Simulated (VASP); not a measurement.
# TiAl (P4/mmm) in VASP: a series of runs, part 2 of 2

VASP 6.6.1. Earlier steps stand in the parts before.

### Step 3. Relaxation of cell and atoms, PBE

This run uses another cell than the first one, of 16.06 Å³/atom.

INCAR

```
PREC = Accurate
ENCUT = 600
EDIFF = 1E-7
ISMEAR = 0
SIGMA = 0.1
LREAL = F
LASPH = T
NELM = 60
ALGO = Fast
ISIF = 3
LWAVE = F
LCHARG = F
GGA = PE
IBRION = 2
NSW = 100
EDIFFG = -0.002
```

KPOINTS

```
Automatic mesh
0
Gamma
  14 14 10
```

POSCAR

```
TiAl
1.0
    2.8107518100      0.0000000000      0.0000000000
    0.0000000000      2.8107518100      0.0000000000
    0.0000000000      0.0000000000      4.0664219200
Ti Al
1 1
Direct
    0.5000000000      0.5000000000      0.5000000000
    0.0000000000      0.0000000000      0.0000000000
```

Potentials or basis: VASP PAW PBE potentials, release 64 (Ti_sv, Al).

On the command line:

```sh
$ cat potpaw_PBE.64/Ti_sv/POTCAR potpaw_PBE.64/Al/POTCAR > POTCAR
$ mpirun -np 1 vasp_std > vasp.out
```

OUTCAR:

```text
PREC = Accurate
   ENCUT = 600
   EDIFF = 1E-7
   ISMEAR = 0
   LREAL = F
   LASPH = T
   NELM = 60
   ISIF = 3
   GGA = PE
   IBRION = 2
   NSW = 100
   EDIFFG = -0.002

 ion  position               nearest neighbor table
   1  0.500  0.500  0.500-   2 2.84   2 2.84   2 2.84   2 2.84   2 2.84   2 2.84   2 2.84   2 2.84

   2  0.000  0.000  0.000-   1 2.84   1 2.84   1 2.84   1 2.84   1 2.84   1 2.84   1 2.84   1 2.84

  LATTYP: Found a simple tetragonal cell.
 ALAT       =     2.8107518100
 C/A-ratio  =     1.4467381665

  Lattice vectors:

 A1 = (   2.8107518100,   0.0000000000,   0.0000000000)
 A2 = (   0.0000000000,   2.8107518100,   0.0000000000)
 A3 = (   0.0000000000,   0.0000000000,   4.0664219200)

Analysis of symmetry for initial positions (statically):
=====================================================================
 Subroutine PRICEL returns:
 Original cell was already a primitive cell.

 Routine SETGRP: Setting up the symmetry group for a
 simple tetragonal supercell.

 Subroutine GETGRP returns: Found 16 space group operations
 (whereof 16 operations were pure point group operations)
 out of a pool of 16 trial point group operations.

The static configuration has the point symmetry D_4h.

Analysis of symmetry for dynamics (positions and initial velocities):
=====================================================================
 Subroutine PRICEL returns:
 Original cell was already a primitive cell.

 Routine SETGRP: Setting up the symmetry group for a
 simple tetragonal supercell.

 Subroutine GETGRP returns: Found 16 space group operations
 (whereof 16 operations were pure point group operations)
 out of a pool of 16 trial point group operations.

The dynamic configuration has the point symmetry D_4h.

 Subroutine INISYM returns: Found 16 space group operations
 (whereof 16 operations are pure point group operations),
 and found     1 'primitive' translations

[... 142 lines left out ...]
  ---------------------------------------------------
  free energy    TOTEN  =       -12.39437917 eV

  energy without entropy =      -12.38597051  energy(sigma->0) =      -12.39017484

------------------------ aborting loop because EDIFF is reached ----------------------------------------

  FORCE on cell =-STRESS in cart. coord.  units (eV):
  Direction    XX          YY          ZZ          XY          YZ          ZX
  --------------------------------------------------------------------------------------
  -------------------------------------------------------------------------------------
  Total        0.2424800      0.2424800      0.2224457      0.0000000      0.0000000      0.0000000
  in kB       12.0928623     12.0928623     11.0937190      0.0000000      0.0000000      0.0000000
  external PRESSURE =      11.7598145 kB  Pullay stress =       0.0000000 kB
[... 89 lines left out ...]
  FREE ENERGIE OF THE ION-ELECTRON SYSTEM (eV)
  ---------------------------------------------------
  free  energy   TOTEN  =       -12.3955664681 eV

  energy  without entropy=      -12.3870409632  energy(sigma->0) =      -12.39130372

[... ionic steps 4 to 8 ...]

--------------------------------------- Ionic step        9  -------------------------------------------

 number of electron      14.9999999 magnetization

------------------------ aborting loop because EDIFF is reached ----------------------------------------
[... 67 lines left out ...]
--------------------------------------- Ionic step       11  -------------------------------------------

 number of electron      14.9999999 magnetization

 Free energy of the ion-electron system (eV)
  ---------------------------------------------------
  ext. energy  EPLUGINS =         0.00000000
  ---------------------------------------------------
  free energy    TOTEN  =       -12.39556993 eV

  energy without entropy =      -12.38703582  energy(sigma->0) =      -12.39130288

 E-fermi :   8.3310     XC(G=0): -11.0355

 val. band max:        8.3270715640   @ k =   0.2143   0.1429   0.5000
 cond. band min:       8.3580872605   @ k =   0.3571   0.1429   0.2000
 fundamental gap:      0.0310156965
 Fermi energy:         8.3309614883

 k-point     1 :       0.0000    0.0000    0.0000
  band No.  band energies     occupation
      1     -48.3085      2.00000
      2     -24.7058      2.00000
      3     -24.2599      2.00000
      4     -24.2599      2.00000
      5      -0.7192      2.00000
      6       6.4506      2.00000
      7       7.4809      2.00000
      8       7.9283      2.00000
      9      10.4806      0.00000
     10      10.4806      0.00000
     11      11.6284      0.00000
[... 309 lines left out ...]
 k-point    24 :       0.3571    0.2143    0.0000
  band No.  band energies     occupation
      1     -48.2392      2.00000
      2     -24.6377      2.00000
      3     -24.6250      2.00000
      4     -24.4060      2.00000
      5       2.4613      2.00000
      6       6.5855      2.00000
      7       7.2343      2.00000
      8       8.3038      1.29896
      9       9.2836      0.00000
     10       9.6687      0.00000
     11      11.9115      0.00000

 [... further k-points ...]
[... 5 lines left out ...]
  --------------------------------------------------------------------------------------
  -------------------------------------------------------------------------------------
  Total       -0.0009895     -0.0009895     -0.0001714      0.0000000      0.0000000      0.0000000
  in kB       -0.0488519     -0.0488519     -0.0084618      0.0000000      0.0000000      0.0000000
  external PRESSURE =      -0.0353886 kB  Pullay stress =       0.0000000 kB
[... 17 lines left out ...]
  FREE ENERGIE OF THE ION-ELECTRON SYSTEM (eV)
  ---------------------------------------------------
  free  energy   TOTEN  =       -12.3955699299 eV

  energy  without entropy=      -12.3870358226  energy(sigma->0) =      -12.39130288

 reached required accuracy - stopping structural energy minimisation
```

CONTCAR:

```text
TiAl
   1.00000000000000
     2.8211620620388564    0.0000000000000000    0.0000000000000000
     0.0000000000000000    2.8211620620388564    0.0000000000000000
     0.0000000000000000    0.0000000000000000    4.0772779903575724
  Ti              Al
     1     1
Direct
     0.5000000000000000    0.5000000000000000    0.5000000000000000
     0.0000000000000000    0.0000000000000000    0.0000000000000000

  0.00000000E+00  0.00000000E+00  0.00000000E+00
  0.00000000E+00  0.00000000E+00  0.00000000E+00
```

Run time: 6.4 min. Hardware: 1 thread of AMD EPYC 9R45 (Zen 5), shared host; peak memory 0.22 GiB.

Results:

| Item | Value |
| --- | --- |
| Free energy | -12.3956 eV |
| Relaxed volume | 16.23 Å³/atom |
| Relaxed cell | a = 2.821 Å, b = 2.821 Å, c = 4.077 Å, α = 90.00°, β = 90.00°, γ = 90.00° |
| Space group after relaxing (to 0.1 Å) | P4/mmm (No. 123) |
| Energy gained by relaxing | 0.6 meV/atom |
| Ionic steps | 11 |
| Pressure after relaxing | 0.0 GPa |
| Band gap on the k mesh | zero (an odd number of electrons rules out a gap without spin polarisation) |

The path:
```csv
step,energy change (eV),largest force (eV/Å),pressure (GPa),volume (Å³)
1,0.0000,0.0000,1.18,32.13
2,-0.0006,0.0000,-0.77,32.68
3,-0.0012,0.0000,-0.01,32.45
4,-0.0012,0.0000,0.02,32.45
5,-0.0012,0.0000,0.02,32.45
6,-0.0012,0.0000,0.02,32.45
7,-0.0012,0.0000,0.03,32.45
8,-0.0012,0.0000,0.03,32.45
9,-0.0012,0.0000,0.03,32.45
10,-0.0012,0.0000,-0.02,32.46
11,-0.0012,0.0000,0.00,32.45
```

Final structure:
```xyz
2
Lattice="2.8212 0.0000 0.0000 0.0000 2.8212 0.0000 0.0000 0.0000 4.0773" Properties=species:S:1:pos:R:3 pbc="T T T"
Ti    1.4106    1.4106    2.0386
Al    0.0000    0.0000    0.0000
```
